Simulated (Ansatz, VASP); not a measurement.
# One calculation of InP, two programs

File POSCAR:

```
InP
1.0
    0.0000000000      2.9537876506      2.9537876506
    2.9537876506      0.0000000000      2.9537876506
    2.9537876506      2.9537876506      0.0000000000
In P
1 1
Direct
    0.0000000000      0.0000000000      0.0000000000
    0.2500000000      0.2500000000      0.2500000000
```

INCAR.step1

```
SYSTEM = InP
  PREC = Accurate
  ENCUT = 520
  EDIFF = 1E-5
  ISMEAR = 0
  SIGMA = 0.01
  LREAL = .FALSE.
  LASPH = .TRUE.
  NELM = 80
  ALGO = Normal
  ISIF = 2
  LWAVE = .TRUE.
  LCHARG = .FALSE.
  NBANDS = 16
  GGA = PE
```

File INCAR.step2:

```
SYSTEM = InP
  PREC = Accurate
  ENCUT = 520
  EDIFF = 1E-6
  ISMEAR = 0
  SIGMA = 0.01
  LREAL = .FALSE.
  LASPH = .TRUE.
  NELM = 80
  ALGO = Normal
  ISIF = 2
  LWAVE = .FALSE.
  LCHARG = .FALSE.
  GGA = PE
  LHFCALC = .TRUE.
  HFSCREEN = 0.2079
  PRECFOCK = Normal
  NBANDS = 16
  ISTART = 1
```

KPOINTS

```
regular mesh
0
G
  6 6 6
  0 0 0
```

Input for Ansatz:

```yaml
crystal:
  lattice:
    - [0.0, 2.9537876506, 2.9537876506]
    - [2.9537876506, 0.0, 2.9537876506]
    - [2.9537876506, 2.9537876506, 0.0]
  atoms:
    - { symbol: In, position: [0.0, 0.0, 0.0] }
    - { symbol: P, position: [0.25, 0.25, 0.25] }
kpoints:
  mp_grid: { grid: [6, 6, 6] }
  band_path:
    path:
      - [0.0, 0.0, 0.0]
      - [-0.5, -0.5, 0.0]
      - [-0.375, -0.375, 0.25]
      - [-0.375, 0.0, 0.375]
      - [0.0, 0.0, 0.5]
      - [-0.5, -0.25, 0.25]
    npoints: 1
hamiltonian:
  xc: hse06
scf:
  occupations: { method: fixed }
  n_extra_bands: 4
output:
  forces: true
  stress: true
  eigenvalues: true
```

Alike in both runs: task single point; functional HSE06; k mesh 6 × 6 × 6; no spin polarisation.

```csv
,VASP,Ansatz
version,VASP 6.6.1,Ansatz 0.2.0
potentials or method,"VASP PAW PBE potentials, release 64 (In_d, P)","plane waves, PAW"
plane-wave cutoff (eV),520,420
occupations,"gaussian, width 0.01 eV",fixed
valence electrons in the cell,18,18
```

|  | VASP | Ansatz | Ansatz less VASP |
| --- | --- | --- | --- |
| gap on the k mesh at the Fermi level (eV) | 1.35 | 1.36 | +0.004 |
| pressure (GPa) | -0.4 | -0.2 | +0.16 |

Ansatz's warnings: stress exchange threshold loose, stress scf threshold loose.
